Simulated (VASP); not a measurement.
# C (P6_3/mmc) in VASP: a series of runs, part 3 of 3

VASP 6.6.1. Earlier steps stand in the parts before.

**5. Relaxation of cell and atoms, PBE, target pressure 96 GPa, at which the enthalpy is minimised**

This run uses another cell than the first one: it holds 4 atoms, not 2.

Input file INCAR:

```
SYSTEM = C
ALGO = Normal
EDIFF = 1E-6
EDIFFG = -0.005
ENCUT = 600
GGA = PE
IBRION = 2
ISIF = 3
ISMEAR = -1
LASPH = .TRUE.
LCHARG = .FALSE.
LREAL = .FALSE.
LWAVE = .FALSE.
NELM = 100
NSW = 60
PREC = Accurate
PSTRESS = 960.0
SIGMA = 0.1
```

Input file KPOINTS:

```
k-points
0
G
  16 16 5
  0 0 0
```

Input file POSCAR:

```
C
1.0
    2.2178444869      0.0000000000      0.0000000000
   -1.1089222435      1.9207096674      0.0000000000
    0.0000000000      0.0000000000      5.9881801148
C
4
Direct
    0.0000000000      0.0000000000      0.2500000000
    0.0000000000      0.0000000000      0.7500000000
    0.3333333333      0.6666666667      0.2500000000
    0.6666666667      0.3333333333      0.7500000000
```

On the command line:

```
$ cat potpaw_PBE.64/C/POTCAR > POTCAR
$ mpirun -np 1 vasp_std > vasp.out
```

It took 4.8 min on 1 thread of Intel Xeon 8259CL, shared host; peak memory 0.16 GiB.

Results (log left out):

| Item | Value |
| --- | --- |
| Free energy | -34.3977 eV |
| Relaxed volume | 5.59 Å³/atom |
| Relaxed cell | a = 2.355 Å, b = 2.355 Å, c = 4.650 Å, α = 90.00°, β = 90.00°, γ = 120.00° |
| Space group after relaxing (to 0.1 Å) | P6_3/mmc (No. 194) |
| Energy change on relaxing (the run minimises the enthalpy) | -329.4 meV/atom |
| Ionic steps | 15 |
| Pressure after relaxing | 96.0 GPa |
| Band gap on the k mesh | zero (bands 8 and 9 overlap by 0.44 eV) |

Stress tensor (GPa, compression positive):
```
96.10  0.00  0.00
 0.00 96.10  0.00
 0.00  0.00 95.95
```

Step by step:
| step | energy change (eV) | largest force (eV/Å) | pressure (GPa) | volume (Å³) |
| --- | --- | --- | --- | --- |
| 1 | 0.0000 | 0.0000 | 156.94 | 25.51 |
| 2 | 0.6159 | 0.0000 | -64.98 | 33.76 |
| 3 | -3.2380 | 0.0000 | 35.58 | 28.33 |
| 4 | -3.0238 | 0.0000 | 50.88 | 27.88 |
| 5 | -1.7551 | 0.0000 | 77.23 | 23.14 |
| 6 | -1.5361 | 0.0000 | 81.34 | 22.75 |
| 7 | -1.4746 | 0.0000 | 82.53 | 22.64 |
| 8 | -0.6120 | 0.0000 | 137.45 | 21.47 |
| 9 | -1.3093 | 0.0000 | 95.93 | 22.33 |
| 10 | -1.3044 | 0.0000 | 96.30 | 22.32 |
| 11 | -1.3005 | 0.0000 | 96.60 | 22.31 |
| 12 | -1.3306 | 0.0000 | 95.23 | 22.36 |
| 13 | -1.3151 | 0.0000 | 95.94 | 22.34 |
| 14 | -1.3180 | 0.0000 | 96.10 | 22.34 |
| 15 | -1.3175 | 0.0000 | 96.05 | 22.34 |

Final structure:
```
C
1.0
     2.35535    0.00000    0.00000
    -1.17768    2.03980    0.00000
     0.00000    0.00000    4.64995
C
4
Direct
  0.00000 0.00000 0.25000
  0.00000 0.00000 0.75000
  0.33333 0.66667 0.25000
  0.66667 0.33333 0.75000
```

Levels at points of the mesh, in eV from the Fermi level:
```csv
k point,band 5,band 6,band 7,band 8,band 9,band 10,band 11,band 12
"(0.00, 0.00, 0.00)",-3.06,-3.06,-2.68,-2.68,8.98,8.98,9.63,10.67
"(0.50, 0.00, 0.00)",-7.17,-6.27,-5.19,-2.82,3.91,4.26,7.10,10.54
```

Caveat: the cell is relaxed towards a set pressure, so the run minimises the enthalpy, not the energy; a cell axis changed by over 15 % at a fixed basis, so the end point is rough; this functional lacks dispersion, which binds the layers, so the pressure and a relaxed spacing across them are unreliable.

**6. Relaxation of cell and atoms, PBE, target pressure 96 GPa, at which the enthalpy is minimised**

This run uses another cell than the first one, of 5.12 Å³/atom.

Input file INCAR:

```
SYSTEM = C
PREC     = Accurate       ! precision mode
ENCUT    = 600            ! plane-wave cutoff, eV
EDIFF    = 1E-6           ! SCF threshold, eV
ISMEAR   = -1             ! smearing method
SIGMA    = 0.1            ! smearing width, eV
LREAL    = .False.        ! projectors in reciprocal space
LASPH    = .True.         ! aspherical terms in the spheres
NELM     = 80             ! most SCF steps
ALGO     = Normal         ! electronic algorithm
ISIF     = 3              ! what is computed and relaxed
LWAVE    = .False.        ! write WAVECAR
LCHARG   = .False.        ! write CHGCAR
GGA      = PE             ! functional
IBRION   = 2              ! ionic algorithm
NSW      = 32             ! ionic steps
EDIFFG   = -0.005         ! ionic threshold
PSTRESS  = 960.0
```

Input file KPOINTS:

```
Automatic mesh
0
Gamma
  23 23 13
  0 0 0
```

Input file POSCAR:

```
C
1.0
    1.6113866869      0.0000000000      0.0000000000
   -0.8056933435      1.3955018062      0.0000000000
    0.0000000000      0.0000000000      4.5542670610
C
2
Direct
    0.3333333333      0.6666666667      0.2500000000
    0.6666666667      0.3333333333      0.7500000000
```

Potentials or basis: VASP PAW PBE potentials, release 64 (C).

On the command line:

```
$ cat potpaw_PBE.64/C/POTCAR > POTCAR
$ mpirun -np 1 vasp_std > vasp.out
```

Run time: 56 s. Hardware: 1 thread of Intel Xeon 8259CL, shared host; peak memory 0.14 GiB.

The run converged. Its results:

```
Free energy                                                : -9.4162 eV
Relaxed volume                                             : 5.12 Å³/atom
Relaxed cell                                               : a = 1.611 Å, b = 1.611 Å, c = 4.553 Å, α = 90.00°, β = 90.00°, γ = 120.00°
Space group after relaxing (to 0.1 Å)                      : P6_3/mmc (No. 194)
Energy change on relaxing (the run minimises the enthalpy) : +3.2 meV/atom
Ionic steps                                                : 3
Pressure after relaxing                                    : 96.0 GPa
Band gap on the k mesh                                     : zero (bands 4 and 5 overlap by 4.48 eV)
```

Stress tensor (GPa, compression positive):
```
96.02  0.00  0.00
 0.00 96.02  0.00
 0.00  0.00 95.88
```

Step by step:
```csv
step,energy change (eV),largest force (eV/Å),pressure (GPa),volume (Å³)
1,0.0000,0.0000,95.33,10.24
2,0.0191,0.0000,97.27,10.21
3,0.0064,0.0000,95.97,10.23
```

Final structure:
```cif
data_structure
_symmetry_space_group_name_H-M 'P 1'
_symmetry_Int_Tables_number 1
_cell_length_a 1.6107
_cell_length_b 1.6107
_cell_length_c 4.5535
_cell_angle_alpha 90.000
_cell_angle_beta 90.000
_cell_angle_gamma 120.000
_cell_volume 10.23
loop_
_atom_site_label
_atom_site_type_symbol
_atom_site_fract_x
_atom_site_fract_y
_atom_site_fract_z
_atom_site_occupancy
C1 C 0.33333 0.66667 0.25000 1
C2 C 0.66667 0.33333 0.75000 1
```

Levels at points of the mesh, in eV from the Fermi level:
| k point | band 1 | band 2 | band 3 | band 4 | band 5 | band 6 | band 7 | band 8 |
| --- | --- | --- | --- | --- | --- | --- | --- | --- |
| (0.00, 0.00, 0.00) | -25.56 | -22.58 | -14.61 | -4.86 | 8.68 | 19.41 | 19.41 | 19.57 |

Caveat: the cell is relaxed towards a set pressure, so the run minimises the enthalpy, not the energy.

**7. Relaxation of cell and atoms, PBE, target pressure 96 GPa, at which the enthalpy is minimised**

Input file INCAR:

```
PREC = Accurate
ENCUT = 600
EDIFF = 1E-6
ISMEAR = -1
SIGMA = 0.1
LREAL = F
LASPH = T
NELM = 100
ALGO = Normal
ISIF = 3
LWAVE = F
LCHARG = F
GGA = PE
IBRION = 2
NSW = 60
EDIFFG = -0.005
PSTRESS = 960.0
```

Input file KPOINTS:

```
Automatic mesh
0
Gamma
  23 23 13
```

Input file POSCAR:

```
C
1.0
    1.9499771715      0.0000000000      0.0000000000
   -0.9749885858      1.6887297674      0.0000000000
    0.0000000000      0.0000000000      3.1589630179
C
2
Direct
    0.3333333333      0.6666666667      0.2500000000
    0.6666666667      0.3333333333      0.7500000000
```

On the command line:

```
$ cat potpaw_PBE.64/C/POTCAR > POTCAR
$ mpirun -np 1 vasp_std > vasp.out
```

It took 6.6 min on 1 thread of Intel Xeon 8259CL, shared host; peak memory 0.14 GiB.

It converged, with:

```yaml
Free_energy: -9.2491 eV
Relaxed_volume: 5.02 Å³/atom
Relaxed_cell: a = 1.614 Å, b = 1.614 Å, c = 4.455 Å, α = 90.00°, β = 90.00°, γ = 120.00°
Space_group_after_relaxing_to_0.1_Å: P6_3/mmc (No. 194)
Energy_change_on_relaxing_the_run_minimises_the_enthalpy: -210.5 meV/atom
Ionic_steps: 29
Pressure_after_relaxing: 96.0 GPa
Band_gap_on_the_k_mesh: zero (bands 4 and 5 overlap by 4.59 eV)
```

Stress tensor (GPa, compression positive):
```
96.02  0.00  0.00
 0.00 96.02  0.00
 0.00  0.00 95.85
```

Step by step:
```tsv
step	energy change (eV)	largest force (eV/Å)	pressure (GPa)	volume (Å³)
1	0.0000	0.0000	74.39	10.40
2	0.6257	0.0000	126.41	9.38
3	0.2541	0.0000	95.84	9.92
4	0.2598	0.0000	96.30	9.91
5	0.2606	0.0000	96.26	9.91
6	0.2645	0.0000	96.24	9.90
7	0.2705	0.0000	97.58	9.87
8	0.2711	0.0000	101.34	9.79
9	0.2732	0.0000	112.14	9.55
10	0.7122	0.0000	195.69	8.75
11	0.3546	0.0000	125.59	9.31
12	0.4146	0.0000	147.55	9.05
13	0.5114	0.0000	169.22	8.91
14	0.5450	0.0000	174.50	8.87
15	0.5017	0.0000	170.70	8.91
16	0.3769	0.0000	159.70	9.03
17	0.1481	0.0000	139.31	9.28
18	-0.2326	0.0000	103.85	9.78
19	-0.3088	0.0000	96.32	9.91
20	-0.3195	0.0000	96.29	9.92
21	-0.3488	0.0000	96.54	9.95
22	-0.3944	0.0000	97.57	10.01
23	-0.4022	0.0000	97.75	10.02
24	-0.4009	0.0000	97.75	10.02
25	-0.4134	0.0000	96.55	10.04
26	-0.4192	0.0000	95.99	10.05
27	-0.4196	0.0000	95.96	10.05
28	-0.4199	0.0000	96.00	10.05
29	-0.4209	0.0000	95.97	10.05
```

Final structure:
```yaml
crystal:
  lattice:
    - [1.61398, 0.00000, 0.00000]
    - [-0.80699, 1.39775, 0.00000]
    - [0.00000, 0.00000, 4.45461]
  atoms:
    - { symbol: C, position: [0.33333, 0.66667, 0.25000] }
    - { symbol: C, position: [0.66667, 0.33333, 0.75000] }
```

Levels at points of the mesh, in eV from the Fermi level:
| k point | band 2 | band 3 | band 4 | band 5 | band 6 | band 7 |
| --- | --- | --- | --- | --- | --- | --- |
| (0.00, 0.00, 0.00) | -22.38 | -14.82 | -4.29 | 9.45 | 19.21 | 19.21 |

Caveat: the cell is relaxed towards a set pressure, so the run minimises the enthalpy, not the energy; a cell axis changed by over 15 % at a fixed basis, so the end point is rough.

**8. Overview**

```tsv
task	cell	k mesh	cutoff (eV)	gap on the mesh (eV)	pressure (GPa)
relaxation of cell and atoms	relaxed to 96 GPa from a = 1.950, b = 1.950, c = 3.159 Å, angles 90.0, 90.0, 120.0°, 2 atoms, atomic positions A	23 × 23 × 13	600	none	96.0
single point	a = 1.611, b = 1.611, c = 4.554 Å, angles 90.0, 90.0, 120.0°, 2 atoms, atomic positions A	23 × 23 × 13	520	none	95.8
single point	a = 1.611, b = 1.611, c = 4.556 Å, angles 90.0, 90.0, 120.0°, 2 atoms, atomic positions A	23 × 23 × 13	520	none	96.3
relaxation of cell and atoms	relaxed to 96 GPa from a = 2.218, b = 2.218, c = 5.988 Å, angles 90.0, 90.0, 120.0°, 4 atoms, atomic positions B	16 × 16 × 5	600	none	96.0
relaxation of cell and atoms	relaxed to 96 GPa from a = 1.611, b = 1.611, c = 4.554 Å, angles 90.0, 90.0, 120.0°, 2 atoms, atomic positions A	23 × 23 × 13	600	none	96.0
```

Alike in all rows: level PBE; potentials or basis VASP PAW PBE potentials, release 64 (C); no spin polarisation; smearing fermi-dirac 0.1 eV.

Caveats: the cell is relaxed towards a set pressure, so the run minimises the enthalpy, not the energy (at least some runs); a cell axis changed by over 15 % at a fixed basis, so the end point is rough (at least some runs); the cell stands under pressure (at least some runs); this functional lacks dispersion, which binds the layers, so the pressure and a relaxed spacing across them are unreliable (at least some runs).

Absolute energies hang on the potentials; compare differences alone.
